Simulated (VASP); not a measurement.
V, 1 atom in the cell. Symmetry: Im-3m, No. 229, cubic system. Conventional cell: a = 2.847 Å, b = 2.847 Å, c = 2.847 Å, α = 90.00°, β = 90.00°, γ = 90.00°. Within 3.3 Å of V (site symmetry m-3m) lie 14 V at 2.47 to 2.85 Å.  This cell differs from its parent crystal: volume scaled by 0.92.

```yaml
Program: VASP 6.6.1
Task: single point
Functional: LDA
Potentials_or_basis: VASP PAW LDA potentials, release 64 (V_sv)
Cutoff: 520 eV
k_mesh: 25 × 25 × 25
Occupations: fermi-dirac, width 0.1 eV
Spin: no spin polarisation
Dipole_correction: no
Further_INCAR_settings: ALGO = Normal; EDIFF = 1e-07; NBANDS = 12
```

Potentials or basis: VASP PAW LDA potentials, release 64 (V_sv).

Run with:

```bash
$ cat potpaw_LDA.64/V_sv/POTCAR > POTCAR
$ mpirun -np 1 vasp_std > vasp.out
```

Hardware: 1 thread of AMD EPYC 9R45 96-Core Processor (Zen 5), with other jobs on the host.

**Question.** Estimate the wall time of this run.

**Answer.** It took 25 s on 1 thread of AMD EPYC 9R45 96-Core Processor (Zen 5), on a shared host, peak memory 0.13 GiB. Counts: scf iterations 11, k points 455.
